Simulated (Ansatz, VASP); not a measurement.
Te in VASP and in Ansatz

```
Te
1.0
     2.30590    1.33131    1.69095
    -2.30590    1.33131    1.69095
     0.00000   -2.66263    1.69095
Te
1
Direct
  0.50000 0.50000 0.50000
```

Alike in both runs: task single point; functional r2SCAN; k mesh 15 × 15 × 15; occupations gaussian, width 0.15 eV; no spin polarisation.

|  | VASP | Ansatz |
| --- | --- | --- |
| version | VASP 6.6.1 | Ansatz 0.2.0 |
| potentials or method | VASP PAW PBE potentials, release 64 (Te), cutoff 520 eV | scalar-relativistic, plane waves, PAW |
| valence electrons in the cell | 6 | 16 |

```csv
,VASP,Ansatz,Ansatz less VASP
gap on the k mesh at the Fermi level (eV),none,none,-
pressure (GPa),1.8,1.8,+0.03
"traceless stress, the component that is largest in VASP (GPa)",0.08,0.08,0.000
```

VASP's potentials were made for PBE, not for r2SCAN. A gap of «none» marks a metal or a gap that the smearing closes. VASP's potentials hold 6 valence electrons a cell and Ansatz's 16, so a difference there can come from the potentials and not from the codes.

Neither program's run includes spin-orbit coupling.
